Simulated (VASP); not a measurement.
**KScSe2: single point with r2SCAN**

The system is KScSe2.

```
K Se Sc
1.0
     4.21924    0.00000    0.00000
     0.00000    4.21924    0.00000
     0.00000    0.00000   12.30910
K Se Sc
2 4 2
Direct
  0.50000 0.00000 0.88911
  0.00000 0.50000 0.11089
  0.50000 0.00000 0.17476
  0.00000 0.50000 0.39783
  0.50000 0.00000 0.60217
  0.00000 0.50000 0.82524
  0.50000 0.00000 0.37468
  0.00000 0.50000 0.62532
```

```
Program             : VASP 6.6.1
Task                : single point
Functional          : r2SCAN
Potentials or basis : VASP PAW PBE potentials, release 64 (K_sv, Se, Sc_sv)
Cutoff              : 520 eV
k mesh              : 6 × 6 × 2
Occupations         : gaussian, width 0.01 eV
Spin                : no spin polarisation
```

The pressure is -1.3 GPa. The largest force is 0.166 eV/Å. The band gap on the k mesh is 0.69 eV.

Forces in eV/Å, atoms in the order of the input:
```
K    0.000  0.000 -0.049
K    0.000  0.000  0.049
Se   0.000  0.000  0.166
Se   0.000  0.000  0.089
Se   0.000  0.000 -0.089
Se   0.000  0.000 -0.166
Sc   0.000  0.000 -0.098
Sc   0.000  0.000  0.098
```

Stress tensor (GPa, compression positive):
```
-1.06  0.00  0.00
 0.00 -1.06  0.00
 0.00  0.00 -1.68
```

Levels at points of the mesh, in eV from the valence-band top:
| k point | band 29 | band 30 | band 31 | band 32 | band 33 | band 34 | band 35 | band 36 |
| --- | --- | --- | --- | --- | --- | --- | --- | --- |
| (0.00, 0.00, 0.00) | -0.22 | -0.22 | -0.01 | -0.01 | 0.69 | 1.21 | 1.70 | 1.93 |
| (0.50, 0.00, 0.00) | -1.09 | -1.09 | -0.39 | -0.39 | 2.42 | 2.42 | 2.57 | 2.57 |
| (0.50, 0.50, 0.00) | -1.17 | -1.17 | -0.88 | -0.88 | 2.12 | 2.12 | 2.52 | 2.52 |
| (0.00, 0.00, 0.50) | -0.23 | -0.23 | 0.00 | 0.00 | 0.69 | 1.21 | 1.70 | 1.93 |
| (0.50, 0.00, 0.50) | -0.93 | -0.93 | -0.39 | -0.39 | 2.40 | 2.40 | 2.55 | 2.55 |
| (0.50, 0.50, 0.50) | -1.25 | -1.25 | -0.90 | -0.90 | 2.22 | 2.22 | 2.53 | 2.53 |

It took 16 min on 1 thread of Oxide Virtual Turin-like Processor (shared host), peak memory 0.4 GiB.

Caveat: semilocal functionals underestimate gaps, and a narrow one can read as zero; the PAW data sets were made with another functional, which shifts forces and pressure a little. A k mesh can miss the band edges.
